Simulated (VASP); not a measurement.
# CuAu3 (Fm-3m) in VASP: relaxation of cell and atoms with PBEsol

Aim: the relaxation of cell and atoms of CuAu3 with PBEsol.

All numbers are computed with VASP 6.6.1; they aren't measurements. Logs are shortened: lines on timing, memory, paths and dates and some standing lists are left out, and cuts for length are marked.

### Step 1. The cell of the first run

Symmetry: Fm-3m, No. 225, cubic system. The conventional cell has a = 6.320 Å, b = 6.320 Å, c = 6.320 Å, α = 90.00°, β = 90.00°, γ = 90.00°. Within 3.6 Å of Cu (site symmetry m-3m) lie 14 Au at 2.74 to 3.16 Å. Within 3.6 Å of Au (site symmetry m-3m) lie 8 Au at 2.74 Å and 6 Cu at 3.16 Å. Within 3.6 Å of Au (site symmetry -43m) lie 4 Cu at 2.74 Å and 10 Au at 2.74 to 3.16 Å.

### Step 2. Relaxation of cell and atoms, PBEsol

INCAR reads:

```
PREC     = Accurate       # precision mode
ENCUT    = 600            # plane-wave cutoff, eV
EDIFF    = 1E-7           # SCF threshold, eV
ISMEAR   = -1             # smearing method
SIGMA    = 0.05           # smearing width, eV
LREAL    = F              # projectors in reciprocal space
LASPH    = T              # aspherical terms in the spheres
NELM     = 120            # most SCF steps
ALGO     = Normal         # electronic algorithm
ISIF     = 3              # what is computed and relaxed
LWAVE    = F              # write WAVECAR
LCHARG   = F              # write CHGCAR
GGA      = PS             # functional
IBRION   = 2              # ionic algorithm
NSW      = 80             # ionic steps
EDIFFG   = -0.03          # ionic threshold
GGA_COMPAT= F            
NELMIN   = 4
```

KPOINTS reads:

```
regular mesh
0
Gamma
  6 6 6
```

POSCAR reads:

```
CuAu3
1.0
    0.0000000000      3.1600000000      3.1600000000
    3.1600000000      0.0000000000      3.1600000000
    3.1600000000      3.1600000000      0.0000000000
Cu Au
1 3
Direct
    0.0000000000      0.0000000000      0.0000000000
    0.5000000000      0.5000000000      0.5000000000
    0.2500000000      0.2500000000      0.2500000000
    0.7500000000      0.7500000000      0.7500000000
```

Potentials or basis: VASP PAW PBE potentials, release 64 (Cu, Au).

Launch:

```
> cat potpaw_PBE.64/Cu/POTCAR potpaw_PBE.64/Au/POTCAR > POTCAR
> mpirun -np 1 vasp_std > vasp.out
```

OUTCAR:

```text
PREC = Accurate
   ENCUT = 600
   EDIFF = 1E-7
   ISMEAR = -1
   LREAL = F
   LASPH = T
   NELM = 120
   ISIF = 3
   GGA = PS
   IBRION = 2
   NSW = 80
   EDIFFG = -0.03
   NELMIN = 4

 ion  position               nearest neighbor table
   1  0.000  0.000  0.000-   4 2.74   4 2.74   4 2.74   3 2.74   4 2.74   3 2.74   3 2.74   3 2.74
                             2 3.16   2 3.16   2 3.16   2 3.16   2 3.16   2 3.16
   2  0.500  0.500  0.500-   3 2.74   3 2.74   3 2.74   3 2.74   4 2.74   4 2.74   4 2.74   4 2.74
                             1 3.16   1 3.16   1 3.16   1 3.16   1 3.16   1 3.16
   3  0.250  0.250  0.250-   1 2.74   1 2.74   1 2.74   1 2.74   2 2.74   2 2.74   2 2.74   2 2.74
                             4 3.16   4 3.16   4 3.16   4 3.16   4 3.16   4 3.16
   4  0.750  0.750  0.750-   2 2.74   2 2.74   2 2.74   1 2.74   2 2.74   1 2.74   1 2.74   1 2.74
                             3 3.16   3 3.16   3 3.16   3 3.16   3 3.16   3 3.16

  LATTYP: Found a face centered cubic cell.
 ALAT       =     6.3200000000

  Lattice vectors:

 A1 = (   0.0000000000,   3.1600000000,   3.1600000000)
 A2 = (   3.1600000000,   0.0000000000,   3.1600000000)
 A3 = (   3.1600000000,   3.1600000000,   0.0000000000)

Analysis of symmetry for initial positions (statically):
=====================================================================
 Subroutine PRICEL returns:
 Original cell was already a primitive cell.

 Routine SETGRP: Setting up the symmetry group for a
 face centered cubic supercell.

 Subroutine GETGRP returns: Found 48 space group operations
 (whereof 48 operations were pure point group operations)
 out of a pool of 48 trial point group operations.

The static configuration has the point symmetry O_h .

Analysis of symmetry for dynamics (positions and initial velocities):
=====================================================================
 Subroutine PRICEL returns:
 Original cell was already a primitive cell.

 Routine SETGRP: Setting up the symmetry group for a
 face centered cubic supercell.

 Subroutine GETGRP returns: Found 48 space group operations
 (whereof 48 operations were pure point group operations)
 out of a pool of 48 trial point group operations.

The dynamic configuration has the point symmetry O_h .

 Subroutine INISYM returns: Found 48 space group operations
 (whereof 48 operations are pure point group operations),
 and found     1 'primitive' translations

----------------------------------------------------------------------------------------

                                     Primitive cell

  volume of cell :      63.1090

  direct lattice vectors                    reciprocal lattice vectors
     0.000000000  3.160000000  3.160000000    -0.158227848  0.158227848  0.158227848
     3.160000000  0.000000000  3.160000000     0.158227848 -0.158227848  0.158227848
     3.160000000  3.160000000  0.000000000     0.158227848  0.158227848 -0.158227848

  length of vectors
     4.468914857  4.468914857  4.468914857     0.274058672  0.274058672  0.274058672

  position of ions in fractional coordinates (direct lattice)
     0.000000000  0.000000000  0.000000000
     0.500000000  0.500000000  0.500000000
     0.250000000  0.250000000  0.250000000
     0.750000000  0.750000000  0.750000000

  ion indices of the primitive-cell ions
   primitive index   ion index
                 1           1
                 2           2
                 3           3
                 4           4

----------------------------------------------------------------------------------------

 KPOINTS: regular mesh

Automatic generation of k-mesh.
 Grid dimensions read from file:
 generate k-points for:    6    6    6

 Generating k-lattice:

  Cartesian coordinates                     Fractional coordinates (reciprocal lattice)
    -0.026371308  0.026371308  0.026371308     0.166666667  0.000000000  0.000000000
     0.026371308 -0.026371308  0.026371308     0.000000000  0.166666667  0.000000000
     0.026371308  0.026371308 -0.026371308     0.000000000  0.000000000  0.166666667

  Length of vectors
     0.045676445  0.045676445  0.045676445

  Shift w.r.t. Gamma in fractional coordinates (k-lattice)
     0.000000000  0.000000000  0.000000000

 Subroutine IBZKPT returns following result:
 ===========================================

 Found     16 irreducible k-points:

 Following reciprocal coordinates:
            Coordinates               Weight
  0.000000  0.000000  0.000000      1.000000
  0.166667  0.000000  0.000000      8.000000
  0.333333  0.000000  0.000000      8.000000
  0.500000  0.000000  0.000000      4.000000
  0.166667  0.166667  0.000000      6.000000
  0.333333  0.166667  0.000000     24.000000
[... 8 lines left out ...]
 -0.333333  0.333333  0.166667     24.000000
 -0.333333  0.500000  0.166667     12.000000
   k-points           NKPTS =     16   k-points in BZ     NKDIM =     16   number of bands    NBANDS=     26
   number of dos      NEDOS =    301   number of ions     NIONS =      4
   total plane-waves  NPLWV =  46656
   dimension x,y,z NGX =    36 NGY =   36 NGZ =   36
   dimension x,y,z NGXF=    72 NGYF=   72 NGZF=   72
   ions per type =               1   3
   NGX,Y,Z   is equivalent  to a cutoff of  13.39, 13.39, 13.39 a.u.
   NGXF,Y,Z  is equivalent  to a cutoff of  26.78, 26.78, 26.78 a.u.
 SYSTEM =  unknown system
   PREC   = accura    normal or accurate (medium, high low for compatibility)
   ISTART =      0    job   : 0-new  1-cont  2-samecut
   ICHARG =      2    charge: 1-file 2-atom 10-const
   ISPIN  =      1    spin polarized calculation?
   LNONCOLLINEAR =      F non collinear calculations
   LSORBIT =      F    spin-orbit coupling
   LASPH  =      T    aspherical Exc in radial PAW
   ENCUT  =  600.0 eV  44.10 Ry    6.64 a.u.   8.93  8.93  8.93*2*pi/ulx,y,z
   NELM   =    120;   NELMIN=  4; NELMDL= -5     # of ELM steps
   EDIFF  = 0.1E-06   stopping-criterion for ELM
   LREAL  =      F    real-space projection
   EDIFFG = -.3E-01   stopping-criterion for IOM
   NSW    =     80    number of steps for IOM
   IBRION =      2    ionic relax: 0-MD 1-quasi-New 2-CG
   NFREE  =      1    steps in history (QN), initial steepest desc. (CG)
   ISIF   =      3    stress and relaxation
   ISYM   =      2    0-nonsym 1-usesym 2-fastsym
   POTIM  = 0.5000    time-step for ionic-motion
   TEBEG  =    0.0;   TEEND  =   0.0 temperature during run
   PSTRESS=    0.0 pullay stress
   NELECT =      44.0000    total number of electrons
   NUPDOWN=      -1.0000    fix difference up-down
   EMIN   =  10.00;   EMAX   =-10.00  energy-range for DOS
   EFERMI =   0.00;   METHOD = LEGACY
   ISMEAR =    -1;   SIGMA  =   0.05  broadening in eV -4-tet -1-fermi 0-gaus
   EFERMI_NEDOS =   21; number of points for ismear=-14 and -15
   IALGO  =     38    algorithm
   IMIX   =      4    mixing-type and parameters
     AMIX     =   0.40;   BMIX     =  1.00
     AMIX_MAG =   1.60;   BMIX_MAG =  1.00
  volume/ion in A,a.u.               =      15.78       106.47
  Fermi-wavevector in a.u.,A,eV,Ry     =   1.451650  2.743221 28.671398  2.107288
  Thomas-Fermi vector in A             =   2.569123
   LORBIT       =      0    0 simple, 1 ext, 2 COOP (PROOUT), +10 PAW based schemes
   GGA     = PS    functional components
   LHFCALC =     F    Hartree Fock is set to
   AEXX    =    0.0000 exact exchange contribution
   IVDW    =     0    specifies the selected vdW correction
   LEPSILON=     F    determine dielectric tensor
   LRPA    =     F    only Hartree local field effects (RPA)
 conjugate gradient relaxation of ions
 non-spin polarized calculation
  energy-cutoff  :      600.00
  volume of cell :       63.11
 maximum number of plane-waves:      2126
   NGX = 17   NGY = 17   NGZ = 17

--------------------------------------- Ionic step        1  -------------------------------------------

 number of electron      43.9999990 magnetization

 Free energy of the ion-electron system (eV)
  ---------------------------------------------------
  ext. energy  EPLUGINS =         0.00000000
  ---------------------------------------------------
  free energy    TOTEN  =       -16.00468039 eV

  energy without entropy =      -15.98581898  energy(sigma->0) =      -15.99524969

------------------------ aborting loop because EDIFF is reached ----------------------------------------

  FORCE on cell =-STRESS in cart. coord.  units (eV):
  Direction    XX          YY          ZZ          XY          YZ          ZX
  --------------------------------------------------------------------------------------
  -------------------------------------------------------------------------------------
  Total        0.2361795      0.2361795      0.2361795      0.0000000     -0.0000000      0.0000000
  in kB        5.9960001      5.9960001      5.9960001      0.0000000     -0.0000000      0.0000000
  external PRESSURE =       5.9960001 kB  Pullay stress =       0.0000000 kB
[... 61 lines left out ...]
  energy  without entropy=      -15.9854179787  energy(sigma->0) =      -15.99483088

--------------------------------------- Ionic step        3  -------------------------------------------

 number of electron      43.9999992 magnetization

 Free energy of the ion-electron system (eV)
  ---------------------------------------------------
  ext. energy  EPLUGINS =         0.00000000
  ---------------------------------------------------
  free energy    TOTEN  =       -16.00508829 eV

  energy without entropy =      -15.98624003  energy(sigma->0) =      -15.99566416

 E-fermi :   9.1087     XC(G=0): -12.8451

 val. band max:        9.0873135069   @ k =   0.3333   0.0000   0.0000
 cond. band min:       9.1103127097   @ k =  -0.3333   0.3333   0.1667
 fundamental gap:      0.0229992028
 Fermi energy:         9.1086800266

 k-point     1 :       0.0000    0.0000    0.0000
  band No.  band energies     occupation
      1      -0.9384      2.00000
      2       2.3202      2.00000
      3       2.3202      2.00000
      4       3.3165      2.00000
      5       3.3165      2.00000
      6       3.3165      2.00000
[... 484 lines left out ...]
  FREE ENERGIE OF THE ION-ELECTRON SYSTEM (eV)
  ---------------------------------------------------
  free  energy   TOTEN  =       -16.0050882865 eV

  energy  without entropy=      -15.9862400278  energy(sigma->0) =      -15.99566416

 reached required accuracy - stopping structural energy minimisation
```

Run time: 3 min. Hardware: 1 thread of Intel Xeon 8259CL, shared host; peak memory 0.22 GiB.

What came out:

```
Free energy                           : -16.0051 eV
Relaxed volume                        : 15.83 Å³/atom
Relaxed cell                          : a = 4.474 Å, b = 4.474 Å, c = 4.474 Å, α = 60.00°, β = 60.00°, γ = 60.00°
Space group after relaxing (to 0.1 Å) : Fm-3m (No. 225)
Energy gained by relaxing             : 0.1 meV/atom
Ionic steps                           : 3
Pressure after relaxing               : 0.0 GPa
Band gap on the k mesh                : zero (bands 22 and 23 overlap by 4.75 eV)
```

The path:
| step | energy change (eV) | largest force (eV/Å) | pressure (GPa) | volume (Å³) |
| --- | --- | --- | --- | --- |
| 1 | 0.0000 | 0.0000 | 0.60 | 63.11 |
| 2 | 0.0004 | 0.0000 | -0.82 | 63.65 |
| 3 | -0.0004 | 0.0000 | 0.00 | 63.33 |

Final structure:
```yaml
crystal:
  lattice:
    - [0.00000, 3.16365, 3.16365]
    - [3.16365, 0.00000, 3.16365]
    - [3.16365, 3.16365, 0.00000]
  atoms:
    - { symbol: Cu, position: [0.00000, 0.00000, 0.00000] }
    - { symbol: Au, position: [0.50000, 0.50000, 0.50000] }
    - { symbol: Au, position: [0.25000, 0.25000, 0.25000] }
    - { symbol: Au, position: [0.75000, 0.75000, 0.75000] }
```

Levels at points of the mesh, in eV from the Fermi level:
| k point | band 18 | band 19 | band 20 | band 21 | band 22 | band 23 | band 24 | band 25 | band 26 |
| --- | --- | --- | --- | --- | --- | --- | --- | --- | --- |
| (0.00, 0.00, 0.00) | -2.16 | -1.77 | -1.77 | -1.77 | 3.52 | 3.55 | 6.17 | 6.17 | 6.17 |
| (0.50, 0.00, 0.00) | -2.36 | -2.18 | -2.18 | -1.93 | -1.86 | 4.04 | 4.44 | 4.92 | 4.92 |
| (0.50, 0.50, 0.00) | -2.22 | -1.94 | -1.81 | -1.49 | -1.49 | -0.90 | -0.90 | 3.08 | 4.21 |

Caveat: the PAW data sets were made with another functional, which shifts forces and pressure a little; spin-orbit coupling is left out, which moves the levels of the heavy elements.

The gap in the log of VASP goes by the Fermi energy; the results here count the filled bands.